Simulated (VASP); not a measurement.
Write the native input for VASP 6.6.1 that does the following.

```yaml
Task: single point
Functional: PBE
Potentials_or_basis: VASP PAW PBE potentials, release 64 (Ti_sv, O)
Cutoff: 520 eV
k_mesh: 5 × 3 × 5
Occupations: fermi-dirac, width 0.02 eV
Spin: no spin polarisation
Dipole_correction: no
Further_INCAR_settings: LREAL = Auto; ALGO = Normal; EDIFF = 1e-07; NBANDS = 114
```

The structure of TiO2 lies in POSCAR:

```
TiO2
1.0
    5.1450000000      0.0000000000      0.0000000000
    0.0000000000      9.1850000000      0.0000000000
    0.0000000000      0.0000000000      5.2835900000
Ti O
8 16
Direct
    0.1391082001      0.1290849269      0.9031524491
    0.6391082001      0.3709150731      0.0968475509
    0.8608917999      0.6290849269      0.5968475509
    0.3608917999      0.8709150731      0.4031524491
    0.8608917999      0.8709150731      0.0968475509
    0.3608917999      0.6290849269      0.9031524491
    0.1391082001      0.3709150731      0.4031524491
    0.6391082001      0.1290849269      0.5968475509
    0.4631527888      0.2298290600      0.8914974985
    0.9631527888      0.2701709400      0.1085025015
    0.5368472112      0.7298290600      0.6085025015
    0.0368472112      0.7701709400      0.3914974985
    0.5368472112      0.7701709400      0.1085025015
    0.0368472112      0.7298290600      0.8914974985
    0.4631527888      0.2701709400      0.3914974985
    0.9631527888      0.2298290600      0.6085025015
    0.8184462122      0.0082681300      0.8451340423
    0.3184462122      0.4917318700      0.1548659577
    0.1815537878      0.5082681300      0.6548659577
    0.6815537878      0.9917318700      0.3451340423
    0.1815537878      0.9917318700      0.1548659577
    0.6815537878      0.5082681300      0.8451340423
    0.8184462122      0.4917318700      0.3451340423
    0.3184462122      0.0082681300      0.6548659577
```

This cell differs from its parent crystal: z stretched by -3 %, then relaxed in part.

These files were run (other wordings do the same):

INCAR

```
SYSTEM = TiO2
  PREC = Accurate
  ENCUT = 520
  EDIFF = 1E-7
  ISMEAR = -1
  SIGMA = 0.02
  LREAL = Auto
  LASPH = .TRUE.
  NELM = 60
  ALGO = Normal
  ISIF = 2
  LWAVE = .FALSE.
  LCHARG = .TRUE.
  GGA = PE
  LELF = .TRUE.
  LVHAR = .TRUE.
  NBANDS = 114
```

KPOINTS

```
regular mesh
0
G
  5 3 5
  0 0 0
```

Potentials or basis: VASP PAW PBE potentials, release 64 (Ti_sv, O).

Command:

```sh
$ cat potpaw_PBE.64/Ti_sv/POTCAR potpaw_PBE.64/O/POTCAR > POTCAR
$ mpirun -np 1 vasp_std > vasp.out
```

It gave:

The pressure is 12.5 GPa, the largest force is 0.042 eV/Å and the band gap on the k mesh is 2.34 eV, direct.

Caveat: the cell differs from its parent crystal (z stretched by -3 %, then relaxed in part).

Wall time 18 min on 1 thread of Intel(R) Xeon(R) Platinum 8375C CPU @ 2.90GHz (Ice Lake), with other jobs on the host, peak memory 0.5 GiB.
